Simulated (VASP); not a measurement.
# TiW2C3 (P-3m1) in VASP: further runs

Runs on TiW2C3. Level: PBE. Tasks: single point, relaxation of cell and atoms.

All numbers are computed with VASP 6.6.1; they aren't measurements. Logs are shortened: lines on timing, memory, paths and dates and some standing lists are left out, and cuts for length are marked.

## Step 1: The cell of the first run

It takes space group P-3m1 (No. 164, trigonal). The conventional cell has a = 3.067 Å, b = 3.067 Å, c = 7.622 Å, α = 90.00°, β = 90.00°, γ = 120.00°. Within 2.9 Å of Ti (site symmetry -3m) lie 6 C at 2.17 Å. Within 2.9 Å of W (site symmetry 3m) lie 6 C at 2.17 to 2.20 Å. Within 2.9 Å of C (site symmetry 3m) lie 3 W at 2.17 Å and 3 Ti at 2.17 Å. C (site symmetry -3m) has 6 W at 2.20 Å within 2.9 Å.

## Step 2: Single point, PBE

Contents of INCAR:

```
  PREC = Accurate
  ENCUT = 520
  EDIFF = 1E-6
  ISMEAR = 0
  SIGMA = 0.1
  LREAL = F
  LASPH = T
  NELM = 80
  ALGO = Normal
  ISIF = 2
  LWAVE = F
  LCHARG = F
  GGA = PE
  NBANDS = 35
```

Contents of KPOINTS:

```
Automatic mesh
0
Gamma
  12 12 6
```

Contents of POSCAR:

```
TiW2C3
1.0
    3.0674086039      0.0000000000      0.0000000000
   -1.5337043020      2.6564537747      0.0000000000
    0.0000000000      0.0000000000      7.6217446275
Ti W C
1 2 3
Direct
    0.0000000000      0.0000000000      0.5000000000
    0.6666666667      0.3333333333      0.8292374643
    0.3333333333      0.6666666667      0.1707625357
    0.3333333333      0.6666666667      0.6650364406
    0.6666666667      0.3333333333      0.3349635594
    0.0000000000      0.0000000000      0.0000000000
```

Potentials or basis: VASP PAW PBE potentials, release 64 (Ti_sv, W_sv, C).

Run with:

```console
cat potpaw_PBE.64/Ti_sv/POTCAR potpaw_PBE.64/W_sv/POTCAR potpaw_PBE.64/C/POTCAR > POTCAR
mpirun -np 1 vasp_std > vasp.out
```

OUTCAR:

```text
PREC = Accurate
   ENCUT = 520
   EDIFF = 1E-6
   ISMEAR = 0
   LREAL = F
   LASPH = T
   NELM = 80
   ISIF = 2
   GGA = PE

 ion  position               nearest neighbor table
   1  0.000  0.000  0.500-   4 2.17   5 2.17   4 2.17   5 2.17   5 2.17   4 2.17   2 3.07   3 3.07
                             3 3.07   2 3.07   3 3.07   2 3.07
   2  0.667  0.333  0.829-   4 2.17   4 2.17   4 2.17   6 2.20   6 2.20   6 2.20   1 3.07   1 3.07
                             1 3.07   3 3.15   3 3.15   3 3.15
   3  0.333  0.667  0.171-   5 2.17   5 2.17   5 2.17   6 2.20   6 2.20   6 2.20   1 3.07   1 3.07
                             1 3.07   2 3.15   2 3.15   2 3.15
   4  0.333  0.667  0.665-   2 2.17   2 2.17   2 2.17   1 2.17   1 2.17   1 2.17
   5  0.667  0.333  0.335-   3 2.17   3 2.17   3 2.17   1 2.17   1 2.17   1 2.17
   6  0.000  0.000  0.000-   2 2.20   3 2.20   3 2.20   2 2.20   2 2.20   3 2.20

  LATTYP: Found a hexagonal cell.
 ALAT       =     3.0674086039
 C/A-ratio  =     2.4847503583

  Lattice vectors:

 A1 = (   3.0674086039,   0.0000000000,   0.0000000000)
 A2 = (  -1.5337043020,   2.6564537747,   0.0000000000)
 A3 = (   0.0000000000,   0.0000000000,   7.6217446275)

Analysis of symmetry for initial positions (statically):
=====================================================================
 Subroutine PRICEL returns:
 Original cell was already a primitive cell.

 Routine SETGRP: Setting up the symmetry group for a
 hexagonal supercell.

 Subroutine GETGRP returns: Found 12 space group operations
 (whereof 12 operations were pure point group operations)
 out of a pool of 24 trial point group operations.

The static configuration has the point symmetry D_3d.

Analysis of symmetry for dynamics (positions and initial velocities):
=====================================================================
 Subroutine PRICEL returns:
 Original cell was already a primitive cell.

 Routine SETGRP: Setting up the symmetry group for a
 hexagonal supercell.

 Subroutine GETGRP returns: Found 12 space group operations
 (whereof 12 operations were pure point group operations)
 out of a pool of 24 trial point group operations.

The dynamic configuration has the point symmetry D_3d.

 Subroutine INISYM returns: Found 12 space group operations
 (whereof 12 operations are pure point group operations),
 and found     1 'primitive' translations

----------------------------------------------------------------------------------------

                                     Primitive cell

  volume of cell :      62.1052

  direct lattice vectors                    reciprocal lattice vectors
     3.067408604  0.000000000  0.000000000     0.326008083  0.188220855  0.000000000
    -1.533704302  2.656453775  0.000000000     0.000000000  0.376441709  0.000000000
     0.000000000  0.000000000  7.621744628     0.000000000  0.000000000  0.131203556

  length of vectors
     3.067408604  3.067408604  7.621744628     0.376441709  0.376441709  0.131203556

  position of ions in fractional coordinates (direct lattice)
     0.000000000  0.000000000  0.500000000
     0.666666667  0.333333333  0.829237464
     0.333333333  0.666666667  0.170762536
     0.333333333  0.666666667  0.665036441
     0.666666667  0.333333333  0.334963559
     0.000000000  0.000000000  0.000000000

  ion indices of the primitive-cell ions
   primitive index   ion index
                 1           1
                 2           2
                 3           3
                 4           4
                 5           5
                 6           6

----------------------------------------------------------------------------------------

 KPOINTS: Automatic mesh

Automatic generation of k-mesh.
 Grid dimensions read from file:
 generate k-points for:   12   12    6

 Generating k-lattice:

  Cartesian coordinates                     Fractional coordinates (reciprocal lattice)
     0.027167340  0.015685071  0.000000000     0.083333333  0.000000000  0.000000000
     0.000000000  0.031370142  0.000000000     0.000000000  0.083333333  0.000000000
     0.000000000  0.000000000  0.021867259     0.000000000  0.000000000  0.166666667

  Length of vectors
     0.031370142  0.031370142  0.021867259

  Shift w.r.t. Gamma in fractional coordinates (k-lattice)
     0.000000000  0.000000000  0.000000000

 Subroutine IBZKPT returns following result:
 ===========================================

 Found    100 irreducible k-points:

 Following reciprocal coordinates:
            Coordinates               Weight
  0.000000  0.000000  0.000000      1.000000
  0.083333 -0.000000  0.000000      6.000000
  0.166667  0.000000  0.000000      6.000000
  0.250000  0.000000  0.000000      6.000000
  0.333333  0.000000  0.000000      6.000000
  0.416667 -0.000000  0.000000      6.000000
[... 16 lines left out ...]
  0.166667  0.000000  0.166667      6.000000
  0.000000  0.166667  0.166667      6.000000
 [... further k-points ...]
   k-points           NKPTS =    100   k-points in BZ     NKDIM =    100   number of bands    NBANDS=     35
   number of dos      NEDOS =    301   number of ions     NIONS =      6
   total plane-waves  NPLWV =  34560
   dimension x,y,z NGX =    24 NGY =   24 NGZ =   60
   dimension x,y,z NGXF=    48 NGYF=   48 NGZF=  120
   ions per type =               1   2   3
   NGX,Y,Z   is equivalent  to a cutoff of  13.01, 13.01, 13.09 a.u.
   NGXF,Y,Z  is equivalent  to a cutoff of  26.01, 26.01, 26.17 a.u.
 SYSTEM =  unknown system
   PREC   = accura    normal or accurate (medium, high low for compatibility)
   ISTART =      0    job   : 0-new  1-cont  2-samecut
   ICHARG =      2    charge: 1-file 2-atom 10-const
   ISPIN  =      1    spin polarized calculation?
   LNONCOLLINEAR =      F non collinear calculations
   LSORBIT =      F    spin-orbit coupling
   LASPH  =      T    aspherical Exc in radial PAW
   ENCUT  =  520.0 eV  38.22 Ry    6.18 a.u.   5.70  5.70 14.17*2*pi/ulx,y,z
   NELM   =     80;   NELMIN=  2; NELMDL= -5     # of ELM steps
   EDIFF  = 0.1E-05   stopping-criterion for ELM
   LREAL  =      F    real-space projection
   EDIFFG = 0.1E-04   stopping-criterion for IOM
   NSW    =      0    number of steps for IOM
   IBRION =     -1    ionic relax: 0-MD 1-quasi-New 2-CG
   NFREE  =      0    steps in history (QN), initial steepest desc. (CG)
   ISIF   =      2    stress and relaxation
   ISYM   =      2    0-nonsym 1-usesym 2-fastsym
   POTIM  = 0.5000    time-step for ionic-motion
   TEBEG  =    0.0;   TEEND  =   0.0 temperature during run
   PSTRESS=    0.0 pullay stress
   NELECT =      52.0000    total number of electrons
   NUPDOWN=      -1.0000    fix difference up-down
   EMIN   =  10.00;   EMAX   =-10.00  energy-range for DOS
   EFERMI =   0.00;   METHOD = LEGACY
   ISMEAR =     0;   SIGMA  =   0.10  broadening in eV -4-tet -1-fermi 0-gaus
   EFERMI_NEDOS =   21; number of points for ismear=-14 and -15
   IALGO  =     38    algorithm
   IMIX   =      4    mixing-type and parameters
     AMIX     =   0.40;   BMIX     =  1.00
     AMIX_MAG =   1.60;   BMIX_MAG =  1.00
  volume/ion in A,a.u.               =      10.35        69.85
  Fermi-wavevector in a.u.,A,eV,Ry     =   1.543002  2.915851 32.393505  2.380855
  Thomas-Fermi vector in A             =   2.648727
   LORBIT       =      0    0 simple, 1 ext, 2 COOP (PROOUT), +10 PAW based schemes
   GGA     = PE    functional components
   LHFCALC =     F    Hartree Fock is set to
   AEXX    =    0.0000 exact exchange contribution
   IVDW    =     0    specifies the selected vdW correction
   LEPSILON=     F    determine dielectric tensor
   LRPA    =     F    only Hartree local field effects (RPA)
 non-spin polarized calculation
 Gauss-broadening in eV      SIGMA  =   0.10
  energy-cutoff  :      520.00
  volume of cell :       62.11
 maximum number of plane-waves:      1692
 NGX is ok and might be reduce to    24
   NGX = 11   NGY = 11   NGZ = 29

 number of electron      51.9999999 magnetization

 Free energy of the ion-electron system (eV)
  ---------------------------------------------------
  ext. energy  EPLUGINS =         0.00000000
  ---------------------------------------------------
  free energy    TOTEN  =       -62.43996505 eV

  energy without entropy =      -62.42572793  energy(sigma->0) =      -62.43284649

 E-fermi :  11.6342     XC(G=0): -13.4198

 val. band max:       11.6229329556   @ k =   0.0833  -0.0000   0.0000
 cond. band min:      11.6386387492   @ k =   0.2500   0.2500   0.1667
 fundamental gap:      0.0157057936
 Fermi energy:        11.6341748623

 k-point     1 :       0.0000    0.0000    0.0000
  band No.  band energies     occupation
      1     -63.5806      2.00000
      2     -63.5656      2.00000
      3     -45.7408      2.00000
      4     -27.9681      2.00000
      5     -27.7087      2.00000
      6     -27.6266      2.00000
[... 27 lines left out ...]
     34      13.2441      0.00000
     35      13.2877      0.00000

 k-point     2 :       0.0833   -0.0000    0.0000
  band No.  band energies     occupation
      1     -63.5785      2.00000
      2     -63.5639      2.00000
      3     -45.7376      2.00000
      4     -27.9596      2.00000
      5     -27.7140      2.00000
      6     -27.6542      2.00000
[... 27 lines left out ...]
     34      13.6070      0.00000
     35      13.7413      0.00000

 k-point     3 :       0.1667    0.0000    0.0000
  band No.  band energies     occupation
      1     -63.5726      2.00000
      2     -63.5593      2.00000
      3     -45.7289      2.00000
      4     -27.9377      2.00000
      5     -27.7732      2.00000
      6     -27.7215      2.00000
[... 27 lines left out ...]
     34      14.0872      0.00000
     35      15.0650      0.00000
[... 723 lines left out ...]
 k-point    23 :       0.1667    0.0000    0.1667
  band No.  band energies     occupation
      1     -63.5726      2.00000
      2     -63.5593      2.00000
      3     -45.7289      2.00000
      4     -27.9382      2.00000
      5     -27.7723      2.00000
      6     -27.7220      2.00000
[... 27 lines left out ...]
     34      14.7428      0.00000
     35      14.9217      0.00000

 k-point    24 :       0.0000    0.1667    0.1667
  band No.  band energies     occupation
      1     -63.5726      2.00000
      2     -63.5593      2.00000
      3     -45.7289      2.00000
      4     -27.9385      2.00000
      5     -27.7732      2.00000
      6     -27.7212      2.00000
[... 27 lines left out ...]
     34      14.2134      0.00000
     35      14.9516      0.00000

 [... further k-points ...]

------------------------ aborting loop because EDIFF is reached ----------------------------------------

  FORCE on cell =-STRESS in cart. coord.  units (eV):
  Direction    XX          YY          ZZ          XY          YZ          ZX
  --------------------------------------------------------------------------------------
  -------------------------------------------------------------------------------------
  Total        0.2818020      0.2818020      0.2302843     -0.0000000     -0.0000000      0.0000000
  in kB        7.2698648      7.2698648      5.9408232     -0.0000000     -0.0000000      0.0000000
  external PRESSURE =       6.8268509 kB  Pullay stress =       0.0000000 kB

 VOLUME and BASIS-vectors are now :
 -----------------------------------------------------------------------------
  energy-cutoff  :      520.00
  volume of cell :       62.11
      direct lattice vectors                 reciprocal lattice vectors
     3.067408604  0.000000000  0.000000000     0.326008083  0.188220855  0.000000000
    -1.533704302  2.656453775  0.000000000     0.000000000  0.376441709  0.000000000
     0.000000000  0.000000000  7.621744628     0.000000000  0.000000000  0.131203556

 POSITION                                       TOTAL-FORCE (eV/Angst)
 -----------------------------------------------------------------------------------
      0.00000      0.00000      3.81087         0.000000      0.000000      0.000000
      1.53370      0.88548      6.32024        -0.000000      0.000000     -0.006462
     -0.00000      1.77097      1.30151        -0.000000     -0.000000      0.006462
     -0.00000      1.77097      5.06874         0.000000     -0.000000     -0.017907
      1.53370      0.88548      2.55301         0.000000      0.000000      0.017907
      0.00000      0.00000      0.00000         0.000000      0.000000      0.000000
 -----------------------------------------------------------------------------------
    total drift:                                0.000000     -0.000000      0.000000

  FREE ENERGIE OF THE ION-ELECTRON SYSTEM (eV)
  ---------------------------------------------------
  free  energy   TOTEN  =       -62.4399650547 eV

  energy  without entropy=      -62.4257279344  energy(sigma->0) =      -62.43284649
```

Wall time 2.6 min (1 thread of AMD EPYC 9R45 (Zen 5), shared host); peak memory 0.29 GiB.

What came out:

```yaml
Free_energy: -62.4400 eV
Pressure: 0.7 GPa
Largest_force: 0.018 eV/Å
Band_gap_on_the_k_mesh: zero (bands 26 and 27 overlap by 1.51 eV)
```

Forces on the atoms (eV/Å):
```
Ti   0.000  0.000  0.000
W    0.000  0.000 -0.006
W    0.000  0.000  0.006
C    0.000  0.000 -0.018
C    0.000  0.000  0.018
C    0.000  0.000  0.000
```

Stress tensor (GPa, compression positive):
```
0.73 0.00 0.00
0.00 0.73 0.00
0.00 0.00 0.59
```

Caveat: spin-orbit coupling is left out, which moves the levels of the heavy elements.

[end of part 1 of 2]
